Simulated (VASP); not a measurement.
# Li2Ge3S2 (P1) in VASP: single point with revPBE

Aim: the single point of Li2Ge3S2 with revPBE.

All numbers are computed with VASP 6.6.1; they aren't measurements. Logs are shortened: lines on timing, memory, paths and dates and some standing lists are left out, and cuts for length are marked.

### 1 The cell of the first run

The typed cell holds 14 atoms: a = 4.334 Å, b = 9.265 Å, c = 6.694 Å, α = 89.08°, β = 89.07°, γ = 76.64°.

### 2 Single point, revPBE

Contents of INCAR:

```
PREC = Accurate
ENCUT = 750
EDIFF = 1E-6
ISMEAR = -1
SIGMA = 0.0179
LREAL = False
LASPH = True
NELM = 120
ALGO = Normal
ISIF = 2
LWAVE = False
LCHARG = False
GGA = RE
NBANDS = 73
GGA_COMPAT = False
```

Contents of KPOINTS:

```
regular mesh
0
Gamma
  4 2 3
```

Contents of POSCAR:

```
Li2Ge3S2
1.0
    4.3340620000      0.0063080000     -0.0352150000
    2.1537250000     -9.0111970000     -0.0747900000
    0.0548700000     -0.0422350000     -6.6932480000
S Ge Li
4 6 4
Direct
    0.4324900000      0.0887250000      0.7368050000
    0.5971800000      0.9070220000      0.2558090000
    0.6408270000      0.6857640000      0.7380440000
    0.3329620000      0.3087730000      0.2309550000
    0.0338620000      0.8809690000      0.9102070000
    0.9461550000      0.1121810000      0.4202630000
    0.9618550000      0.1179070000      0.0925420000
    0.0556420000      0.8673390000      0.5411920000
    0.3089960000      0.4501150000      0.7522640000
    0.7243860000      0.5546940000      0.2447710000
    0.1920470000      0.6291170000      0.4449600000
    0.7758480000      0.3751320000      0.9525300000
    0.8080520000      0.3826890000      0.5615290000
    0.1815970000      0.6216810000      0.0791530000
```

Potentials or basis: VASP PAW PBE potentials, release 64 (S, Ge_d, Li_sv).

Launch:

```bash
$ cat potpaw_PBE.64/S/POTCAR potpaw_PBE.64/Ge_d/POTCAR potpaw_PBE.64/Li_sv/POTCAR > POTCAR
$ mpirun -np 1 vasp_std > vasp.out
```

OUTCAR:

```text
PREC = Accurate
   ENCUT = 750
   EDIFF = 1E-6
   ISMEAR = -1
   LREAL = False
   LASPH = True
   NELM = 120
   ISIF = 2
   GGA = RE

 ion  position               nearest neighbor table
   1  0.432  0.089  0.737-
   2  0.597  0.907  0.256-   8 2.74
   3  0.641  0.686  0.738-
   4  0.333  0.309  0.231-   7 2.83
   5  0.034  0.881  0.910-   8 2.47   7 2.48  14 2.59
   6  0.946  0.112  0.420-   7 2.19   8 2.34  13 2.63
   7  0.962  0.118  0.093-   6 2.19   5 2.48  12 2.50   4 2.83
   8  0.056  0.867  0.541-  11 2.25   6 2.34   5 2.47   2 2.74
   9  0.309  0.450  0.752-  12 2.40  13 2.45  11 2.60  14 2.70  13 2.73
  10  0.724  0.555  0.245-  14 2.45  14 2.56  12 2.56  11 2.61  13 2.61  11 2.67
  11  0.192  0.629  0.445-   8 2.25  14 2.45   9 2.60  10 2.61  10 2.67
  12  0.776  0.375  0.953-   9 2.40   7 2.50  10 2.56
  13  0.808  0.383  0.562-   9 2.45  10 2.61   6 2.63   9 2.73
  14  0.182  0.622  0.079-  11 2.45  10 2.45  10 2.56   5 2.59   9 2.70

  Warning from LATTYP: Got some problem with cell dimensions!
  Tried to take original basis but could not verify dimensions!
  LATTYP: Found a triclinic cell.
 ALAT       =    11.0991669579
 B/A-ratio  =     1.7398333284
 C/A-ratio  =     0.3904986445
 COS(alpha) =     0.0029655980
 COS(beta)  =     0.5834090152
 COS(gamma) =     0.7635745402

  Lattice vectors:

 A1 = (   6.4877870000,  -9.0048890000,  -0.1100050000)
 A2 = (   0.0282580000, -18.0709370000,  -6.8076130000)
 A3 = (   4.3340620000,   0.0063080000,  -0.0352150000)

Analysis of symmetry for initial positions (statically):
=====================================================================
 Subroutine PRICEL returns:
 Original cell was already a primitive cell.

 Routine SETGRP: Setting up the symmetry group for a
 triclinic supercell.

 Subroutine GETGRP returns: Found  1 space group operations
 (whereof  1 operations were pure point group operations)
 out of a pool of  2 trial point group operations.

The static configuration has the point symmetry C_1 .

Analysis of symmetry for dynamics (positions and initial velocities):
=====================================================================
 Subroutine PRICEL returns:
 Original cell was already a primitive cell.

 Routine SETGRP: Setting up the symmetry group for a
 triclinic supercell.

 Subroutine GETGRP returns: Found  1 space group operations
 (whereof  1 operations were pure point group operations)
 out of a pool of  2 trial point group operations.

The dynamic configuration has the point symmetry C_1 .

 Subroutine INISYM returns: Found  1 space group operations
 (whereof  1 operations are pure point group operations),
 and found     1 'primitive' translations

----------------------------------------------------------------------------------------

                                     Primitive cell

  volume of cell :     261.4684

  direct lattice vectors                    reciprocal lattice vectors
     4.334062000  0.006308000 -0.035215000     0.230662751  0.055116842  0.001543138
     2.153725000 -9.011197000 -0.074790000     0.000167165 -0.110938916  0.000701405
     0.054870000 -0.042235000 -6.693248000    -0.001215447  0.000949641 -0.149420252

  length of vectors
     4.334209652  9.265300659  6.693606151     0.237161448  0.110941260  0.149428213

  position of ions in fractional coordinates (direct lattice)
     0.432490000  0.088725000  0.736805000
     0.597180000  0.907022000  0.255809000
     0.640827000  0.685764000  0.738044000
     0.332962000  0.308773000  0.230955000
     0.033862000  0.880969000  0.910207000
     0.946155000  0.112181000  0.420263000
     0.961855000  0.117907000  0.092542000
     0.055642000  0.867339000  0.541192000
     0.308996000  0.450115000  0.752264000
     0.724386000  0.554694000  0.244771000
     0.192047000  0.629117000  0.444960000
     0.775848000  0.375132000  0.952530000
     0.808052000  0.382689000  0.561529000
     0.181597000  0.621681000  0.079153000

  ion indices of the primitive-cell ions
   primitive index   ion index
                 1           1
                 2           2
                 3           3
                 4           4
                 5           5
                 6           6
                 7           7
                 8           8
                 9           9
                10          10
                11          11
                12          12
                13          13
                14          14

----------------------------------------------------------------------------------------

 KPOINTS: regular mesh

Automatic generation of k-mesh.
 Grid dimensions read from file:
 generate k-points for:    4    2    3

 Generating k-lattice:

  Cartesian coordinates                     Fractional coordinates (reciprocal lattice)
     0.057665688  0.013779211  0.000385784     0.250000000  0.000000000  0.000000000
     0.000083582 -0.055469458  0.000350702     0.000000000  0.500000000 -0.000000000
    -0.000405149  0.000316547 -0.049806751     0.000000000  0.000000000  0.333333333

  Length of vectors
     0.059290362  0.055470630  0.049809404

  Shift w.r.t. Gamma in fractional coordinates (k-lattice)
     0.000000000  0.000000000  0.000000000

 Subroutine IBZKPT returns following result:
 ===========================================

 Found     14 irreducible k-points:

 Following reciprocal coordinates:
            Coordinates               Weight
  0.000000  0.000000  0.000000      1.000000
  0.250000 -0.000000  0.000000      2.000000
  0.500000 -0.000000  0.000000      1.000000
  0.000000  0.500000  0.000000      1.000000
  0.250000  0.500000  0.000000      2.000000
  0.500000  0.500000  0.000000      1.000000
  0.000000  0.000000  0.333333      2.000000
  0.250000 -0.000000  0.333333      2.000000
  0.500000 -0.000000  0.333333      2.000000
 -0.250000 -0.000000  0.333333      2.000000
 -0.000000  0.500000  0.333333      2.000000
  0.250000  0.500000  0.333333      2.000000
  0.500000  0.500000  0.333333      2.000000
 -0.250000  0.500000  0.333333      2.000000
   k-points           NKPTS =     14   k-points in BZ     NKDIM =     14   number of bands    NBANDS=     73
   number of dos      NEDOS =    301   number of ions     NIONS =     14
   total plane-waves  NPLWV = 201600
   dimension x,y,z NGX =    40 NGY =   84 NGZ =   60
   dimension x,y,z NGXF=    80 NGYF=  168 NGZF=  120
   ions per type =               4   6   4
   NGX,Y,Z   is equivalent  to a cutoff of  15.34, 15.07, 14.90 a.u.
   NGXF,Y,Z  is equivalent  to a cutoff of  30.69, 30.14, 29.80 a.u.
 SYSTEM =  unknown system
   PREC   = accura    normal or accurate (medium, high low for compatibility)
   ISTART =      0    job   : 0-new  1-cont  2-samecut
   ICHARG =      2    charge: 1-file 2-atom 10-const
   ISPIN  =      1    spin polarized calculation?
   LNONCOLLINEAR =      F non collinear calculations
   LSORBIT =      F    spin-orbit coupling
   LASPH  =      T    aspherical Exc in radial PAW
   ENCUT  =  750.0 eV  55.12 Ry    7.42 a.u.   9.68 20.69 14.95*2*pi/ulx,y,z
   NELM   =    120;   NELMIN=  2; NELMDL= -5     # of ELM steps
   EDIFF  = 0.1E-05   stopping-criterion for ELM
   LREAL  =      F    real-space projection
[... 7 lines left out ...]
   TEBEG  =    0.0;   TEEND  =   0.0 temperature during run
   PSTRESS=    0.0 pullay stress
   NELECT =     120.0000    total number of electrons
   NUPDOWN=      -1.0000    fix difference up-down
   EMIN   =  10.00;   EMAX   =-10.00  energy-range for DOS
   EFERMI =   0.00;   METHOD = LEGACY
   ISMEAR =    -1;   SIGMA  =   0.02  broadening in eV -4-tet -1-fermi 0-gaus
   EFERMI_NEDOS =   21; number of points for ismear=-14 and -15
   IALGO  =     38    algorithm
   IMIX   =      4    mixing-type and parameters
     AMIX     =   0.40;   BMIX     =  1.00
     AMIX_MAG =   1.60;   BMIX_MAG =  1.00
  volume/ion in A,a.u.               =      18.68       126.03
  Fermi-wavevector in a.u.,A,eV,Ry     =   1.262783  2.386315 21.696147  1.594622
  Thomas-Fermi vector in A             =   2.396174
   LORBIT       =      0    0 simple, 1 ext, 2 COOP (PROOUT), +10 PAW based schemes
   GGA     = RE    functional components
   LHFCALC =     F    Hartree Fock is set to
   AEXX    =    0.0000 exact exchange contribution
   IVDW    =     0    specifies the selected vdW correction
   LEPSILON=     F    determine dielectric tensor
   LRPA    =     F    only Hartree local field effects (RPA)
 non-spin polarized calculation
  energy-cutoff  :      750.00
  volume of cell :      261.47
 maximum number of plane-waves:     12213
 NGX is ok and might be reduce to    40
   NGX = 19   NGY = 41   NGZ = 29

 number of electron     120.0000006 magnetization

 Free energy of the ion-electron system (eV)
  ---------------------------------------------------
  ext. energy  EPLUGINS =         0.00000000
  ---------------------------------------------------
  free energy    TOTEN  =       -43.22858563 eV

  energy without entropy =      -43.21250745  energy(sigma->0) =      -43.22054654

 E-fermi :   4.4612     XC(G=0):  -9.7138

 val. band max:        4.4581944045   @ k =   0.2500  -0.0000   0.3333
 cond. band min:       4.4635193798   @ k =   0.5000  -0.0000   0.3333
 fundamental gap:      0.0053249754
 Fermi energy:         4.4612078386

 k-point     1 :       0.0000    0.0000    0.0000
  band No.  band energies     occupation
      1     -41.8883      2.00000
      2     -41.8568      2.00000
      3     -41.8393      2.00000
      4     -41.6453      2.00000
      5     -20.6177      2.00000
      6     -20.5416      2.00000
[... 64 lines left out ...]
     71       8.3168      0.00000
     72       8.8648      0.00000
[... 973 lines left out ...]
     71       8.2380      0.00000
     72       8.7592      0.00000
 [bands above 72 left out]

------------------------ aborting loop because EDIFF is reached ----------------------------------------

  FORCE on cell =-STRESS in cart. coord.  units (eV):
  Direction    XX          YY          ZZ          XY          YZ          ZX
  --------------------------------------------------------------------------------------
  -------------------------------------------------------------------------------------
  Total       -5.6832888      8.4382649     15.7129474      1.2094263     -0.2765148     -0.3369540
  in kB      -34.8249998     51.7064294     96.2828750      7.4108972     -1.6943761     -2.0647238
  external PRESSURE =      37.7214349 kB  Pullay stress =       0.0000000 kB

 VOLUME and BASIS-vectors are now :
 -----------------------------------------------------------------------------
  energy-cutoff  :      750.00
  volume of cell :      261.47
      direct lattice vectors                 reciprocal lattice vectors
     4.334062000  0.006308000 -0.035215000     0.230662751  0.055116842  0.001543138
     2.153725000 -9.011197000 -0.074790000     0.000167165 -0.110938916  0.000701405
     0.054870000 -0.042235000 -6.693248000    -0.001215447  0.000949641 -0.149420252

 POSITION                                       TOTAL-FORCE (eV/Angst)
 -----------------------------------------------------------------------------------
      2.10596     -0.82791     -4.95348        -0.082415     -0.362134      0.002457
      4.55573     -8.18039     -1.80106        -0.072009      0.609298      0.147547
      4.29483     -6.20668     -5.01377        -0.461710      0.731253     -0.043057
      2.12076     -2.79007     -1.58066        -0.027304     -0.390693      0.344576
      2.09407     -7.97681     -6.15932        -0.177267     -0.216623     -0.217049
      4.36536     -1.02267     -2.85463         0.069994     -0.998567     -3.743437
      4.42776     -1.06032     -0.66210         0.410830     -0.305092      3.373140
      2.13886     -7.83827     -3.68916        -0.115852      0.002456      0.229337
      2.34991     -4.08590     -5.07963        -0.561302      0.153994     -0.003459
      4.34762     -5.00423     -1.70531        -0.099587     -0.652661     -0.417216
      2.21170     -5.68668     -3.03204        -0.050196      1.171131     -0.225600
      4.22277     -3.41572     -6.43090         0.464475     -0.017857     -0.386305
      4.35717     -3.46710     -3.81553         0.494563      0.060787      0.357917
      2.13033     -5.60429     -0.58268         0.207778      0.214709      0.581148
 -----------------------------------------------------------------------------------
    total drift:                               -0.001651      0.000073     -0.003306

  FREE ENERGIE OF THE ION-ELECTRON SYSTEM (eV)
  ---------------------------------------------------
  free  energy   TOTEN  =       -43.2285856272 eV

  energy  without entropy=      -43.2125074454  energy(sigma->0) =      -43.22054654
```

Wall time 19 min (1 thread of Intel Xeon 8259CL, shared host); peak memory 0.66 GiB.

What came out:

```
Free energy            : -43.2286 eV
Pressure               : 3.8 GPa
Largest force          : 3.875 eV/Å
Band gap on the k mesh : zero (bands 60 and 61 overlap by 0.47 eV)
```

Forces in eV/Å, atoms in the order of the input:
```
S   -0.082 -0.362  0.002
S   -0.072  0.609  0.148
S   -0.462  0.731 -0.043
S   -0.027 -0.391  0.345
Ge  -0.177 -0.217 -0.217
Ge   0.070 -0.999 -3.743
Ge   0.411 -0.305  3.373
Ge  -0.116  0.002  0.229
Ge  -0.561  0.154 -0.003
Ge  -0.100 -0.653 -0.417
Li  -0.050  1.171 -0.226
Li   0.464 -0.018 -0.386
Li   0.495  0.061  0.358
Li   0.208  0.215  0.581
```

Levels at points of the mesh, in eV from the Fermi level:
| k point | band 58 | band 59 | band 60 | band 61 | band 62 | band 63 |
| --- | --- | --- | --- | --- | --- | --- |
| (0.00, 0.00, 0.00) | -0.99 | -0.61 | -0.15 | 0.34 | 0.60 | 0.83 |
| (0.50, 0.00, 0.00) | -0.41 | -0.07 | -0.01 | 0.06 | 0.35 | 0.39 |
| (0.00, 0.50, 0.00) | -1.03 | -0.16 | 0.23 | 0.30 | 0.58 | 0.88 |
| (0.50, 0.50, 0.00) | -0.52 | -0.34 | -0.06 | 0.23 | 0.35 | 0.43 |

Caveat: the k points lie up to 0.37 Å⁻¹ apart; the PAW data sets were made with another functional, which shifts forces and pressure a little.
